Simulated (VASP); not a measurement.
# BN (P1) in VASP: settings compared, part 3 of 3

VASP 6.6.1. The steps go on from the part before.

**5. Single point, LDA (7.92 Å³/atom)**

This run uses another cell than the first one, of 7.92 Å³/atom.

The input, INCAR:

```
  ALGO = Normal
  EDIFF = 1E-7
  ENCUT = 520
  GGA = CA
  ISIF = 2
  ISMEAR = -1
  LASPH = T
  LCHARG = F
  LREAL = F
  LWAVE = F
  NBANDS = 11
  NELM = 60
  PREC = Accurate
  SIGMA = 0.05
```

The input, KPOINTS:

```
k-points
0
Gamma
  13 13 9
```

The input, POSCAR:

```
BN
1.0
    2.4741443238      0.0000000000      0.0000000000
   -1.2298612564      2.1468189082      0.0000000000
   -0.6221415337     -1.0734094541      2.9816898573
N B
1 1
Direct
    0.6685060000      0.3323850000      0.9849990000
    0.9796430000      0.9834990000      0.0018060000
```

Potentials or basis: VASP PAW LDA potentials, release 64 (N, B).

Started as:

```
$ cat potpaw_LDA.64/N/POTCAR potpaw_LDA.64/B/POTCAR > POTCAR
$ mpirun -np 1 vasp_std > vasp.out
```

OUTCAR:

```text
EDIFF = 1E-7
   ENCUT = 520
   GGA = CA
   ISIF = 2
   ISMEAR = -1
   LASPH = T
   LREAL = F
   NELM = 60
   PREC = Accurate

 ion  position               nearest neighbor table
   1  0.669  0.332  0.985-   2 1.38   2 1.42   2 1.50
   2  0.980  0.983  0.002-   1 1.38   1 1.42   1 1.50

  LATTYP: Found a face centered orthorhombic cell.
 ALAT       =     2.4813447516
 B/A-ratio  =     1.7253460765
 C/A-ratio  =     2.4032854406

  Lattice vectors:

 A1 = (  -1.8520027901,   1.0734094541,   2.9816898573)
 A2 = (   0.6221415337,   1.0734094541,   2.9816898573)
 A3 = (  -1.2298612564,   2.1468189082,   0.0000000000)

Analysis of symmetry for initial positions (statically):
=====================================================================
 Subroutine PRICEL returns:
 Original cell was already a primitive cell.

 Routine SETGRP: Setting up the symmetry group for a
 face centered orthorhombic supercell.

 Subroutine GETGRP returns: Found  1 space group operations
 (whereof  1 operations were pure point group operations)
 out of a pool of  8 trial point group operations.

The static configuration has the point symmetry C_1 .

Analysis of symmetry for dynamics (positions and initial velocities):
=====================================================================
 Subroutine PRICEL returns:
 Original cell was already a primitive cell.

 Routine SETGRP: Setting up the symmetry group for a
 face centered orthorhombic supercell.

 Subroutine GETGRP returns: Found  1 space group operations
 (whereof  1 operations were pure point group operations)
 out of a pool of  8 trial point group operations.

The dynamic configuration has the point symmetry C_1 .

 Subroutine INISYM returns: Found  1 space group operations
 (whereof  1 operations are pure point group operations),
 and found     1 'primitive' translations

[... 133 lines left out ...]
   IALGO  =     38    algorithm
   IMIX   =      4    mixing-type and parameters
     AMIX     =   0.40;   BMIX     =  1.00
     AMIX_MAG =   1.60;   BMIX_MAG =  1.00
  volume/ion in A,a.u.               =       7.92        53.44
  Fermi-wavevector in a.u.,A,eV,Ry     =   1.303799  2.463822 23.128420  1.699891
  Thomas-Fermi vector in A             =   2.434777
   LORBIT       =      0    0 simple, 1 ext, 2 COOP (PROOUT), +10 PAW based schemes
   GGA     = CA    functional components
   LHFCALC =     F    Hartree Fock is set to
   AEXX    =    0.0000 exact exchange contribution
   IVDW    =     0    specifies the selected vdW correction
   LEPSILON=     F    determine dielectric tensor
   LRPA    =     F    only Hartree local field effects (RPA)
 non-spin polarized calculation
  energy-cutoff  :      520.00
  volume of cell :       15.84
 maximum number of plane-waves:       446
   NGX =  9   NGY =  9   NGZ = 11

 number of electron       8.0000000 magnetization

 Free energy of the ion-electron system (eV)
  ---------------------------------------------------
  ext. energy  EPLUGINS =         0.00000000
  ---------------------------------------------------
  free energy    TOTEN  =       -19.14544601 eV

  energy without entropy =      -19.14544601  energy(sigma->0) =      -19.14544601

 E-fermi :   4.7325     XC(G=0): -11.2691

 val. band max:        3.7432688399   @ k =   0.3846   0.3846   0.1111
 cond. band min:       6.3467157233   @ k =  -0.4615  -0.4615   0.4444
 fundamental gap:      2.6034468834
 Fermi energy:         4.7324796202

 k-point     1 :       0.0000    0.0000    0.0000
  band No.  band energies     occupation
      1     -14.7190      2.00000
      2      -0.3027      2.00000
      3       1.1774      2.00000
      4       2.8362      2.00000
      5       9.0233      0.00000
      6      14.0162      0.00000
      7      16.1637      0.00000
      8      16.8639      0.00000
      9      19.2569      0.00000
     10      29.3726      0.00000
     11      31.2243      0.00000
[... 309 lines left out ...]
 k-point    24 :       0.2308    0.1538    0.0000
  band No.  band energies     occupation
      1     -12.4328      2.00000
      2      -3.0243      2.00000
      3      -1.3865      2.00000
      4       0.9554      2.00000
      5      10.5920      0.00000
      6      14.1248      0.00000
      7      16.1066      0.00000
      8      19.8331      0.00000
      9      21.0131      0.00000
     10      24.7775      0.00000
     11      28.6820      0.00000

 [... further k-points ...]
[... 5 lines left out ...]
  --------------------------------------------------------------------------------------
  -------------------------------------------------------------------------------------
  Total        0.2186791      1.7275418      0.4245672     -0.6385892      0.1305293      0.0602962
  in kB       22.1225387    174.7657112     42.9510862    -64.6024928     13.2049140      6.0998332
  external PRESSURE =      79.9464454 kB  Pullay stress =       0.0000000 kB

 VOLUME and BASIS-vectors are now :
 -----------------------------------------------------------------------------
  energy-cutoff  :      520.00
  volume of cell :       15.84
      direct lattice vectors                 reciprocal lattice vectors
     2.474144324  0.000000000  0.000000000     0.404180140  0.231545145  0.167690143
    -1.229861256  2.146818908  0.000000000     0.000000000  0.465805474  0.167690143
    -0.622141534 -1.073409454  2.981689857     0.000000000  0.000000000  0.335380287

 POSITION                                       TOTAL-FORCE (eV/Angst)
 -----------------------------------------------------------------------------------
      0.63238     -0.34374      2.93696        -1.807427     -2.260931      0.586248
      1.21309      2.10946      0.00538         1.807427      2.260931     -0.586248
 -----------------------------------------------------------------------------------
    total drift:                                0.000021     -0.000210     -0.000035

  FREE ENERGIE OF THE ION-ELECTRON SYSTEM (eV)
  ---------------------------------------------------
  free  energy   TOTEN  =       -19.1454460140 eV

  energy  without entropy=      -19.1454460140  energy(sigma->0) =      -19.14544601
```

OSZICAR:

```text
N       E                     dE             d eps       ncg     rms          rms(c)
DAV:   1     0.953650325981E+01    0.95365E+01   -0.47236E+03 17110   0.690E+02
DAV:   2    -0.206182559689E+02   -0.30155E+02   -0.29008E+02 19709   0.152E+02
DAV:   3    -0.211990525022E+02   -0.58080E+00   -0.57993E+00 20513   0.184E+01
DAV:   4    -0.212002193702E+02   -0.11669E-02   -0.11668E-02 18161   0.101E+00
DAV:   5    -0.212002231694E+02   -0.37992E-05   -0.37992E-05 20305   0.492E-02    0.804E+00
DAV:   6    -0.194007473315E+02    0.17995E+01   -0.58062E+00 18293   0.133E+01    0.359E+00
DAV:   7    -0.192007256676E+02    0.20002E+00   -0.20700E-01 20112   0.331E+00    0.212E+00
DAV:   8    -0.191458926207E+02    0.54833E-01   -0.12691E-01 19760   0.223E+00    0.244E-01
DAV:   9    -0.191454830960E+02    0.40952E-03   -0.22319E-03 18311   0.403E-01    0.135E-01
DAV:  10    -0.191454449738E+02    0.38122E-04   -0.14428E-04 19655   0.109E-01    0.205E-02
DAV:  11    -0.191454459895E+02   -0.10156E-05   -0.47977E-06 19005   0.156E-02    0.137E-02
DAV:  12    -0.191454460130E+02   -0.23492E-07   -0.10496E-06 18422   0.690E-03    0.929E-04
DAV:  13    -0.191454460140E+02   -0.10756E-08   -0.38862E-08  9511   0.168E-03
   1 F= -.19145446E+02 E0= -.19145446E+02  d E =-.865206E-11
```

It took 1.7 min on 1 thread of Intel Xeon 8259CL, shared host; peak memory 0.23 GiB.

Results:

| Item | Value |
| --- | --- |
| Free energy | -19.1454 eV |
| Pressure | 8.0 GPa |
| Largest force | 2.953 eV/Å |
| Band gap on the k mesh | 2.60 eV (least direct gap 4.49 eV) |

Forces on the atoms (eV/Å):
```
N   -1.807 -2.261  0.586
B    1.807  2.261 -0.586
```

Stress tensor (GPa, compression positive):
```
 2.21 -6.46  0.61
-6.46 17.48  1.32
 0.61  1.32  4.30
```

Caveat: the cell stands under pressure; an odd mesh through Γ misses points on the zone boundary, where band edges can lie; forces of over 1 eV/Å act on the atoms, so gaps and moduli don't describe the material at rest.

**6. Overview**

```csv
level,potentials or basis,cell,k mesh,grid for exact exchange (PRECFOCK),share of exact exchange,gap on the mesh (eV),pressure (GPa),largest force (eV/Å)
r2SCAN50,"VASP PAW PBE potentials, release 64 (N, B)","a = 2.508, b = 2.508, c = 3.274 Å, angles 101.1, 101.1, 119.8°, 2 atoms",7 × 7 × 5,Normal,0.5,7.31,-6.2,2.87
r2SCAN0,"VASP PAW PBE potentials, release 64 (N, B)","a = 2.508, b = 2.508, c = 3.274 Å, angles 101.1, 101.1, 119.8°, 2 atoms",7 × 7 × 5,Normal,0.25,5.47,-2.6,2.80
LDA,"VASP PAW LDA potentials, release 64 (N, B)","a = 2.457, b = 2.457, c = 3.207 Å, angles 101.1, 101.1, 119.8°, 2 atoms",13 × 13 × 9,-,-,2.59,14.6,3.09
LDA,"VASP PAW LDA potentials, release 64 (N, B)","a = 2.474, b = 2.474, c = 3.230 Å, angles 101.1, 101.1, 119.8°, 2 atoms",13 × 13 × 9,-,-,2.60,8.0,2.95
```

Alike in all rows: task single point; no spin polarisation; cutoff (eV) 520; smearing fermi-dirac 0.05 eV.

Caveats: some runs use coarse meshes; an odd mesh through Γ misses points on the zone boundary, where band edges can lie; the PAW data sets were made with another functional, which shifts forces and pressure a little (at least some runs); the cell stands under pressure (at least some runs); forces of over 1 eV/Å act on the atoms, so gaps and moduli don't describe the material at rest (at least some runs).

Total energies depend on the potentials used, so only differences within one code and one set of settings carry meaning.
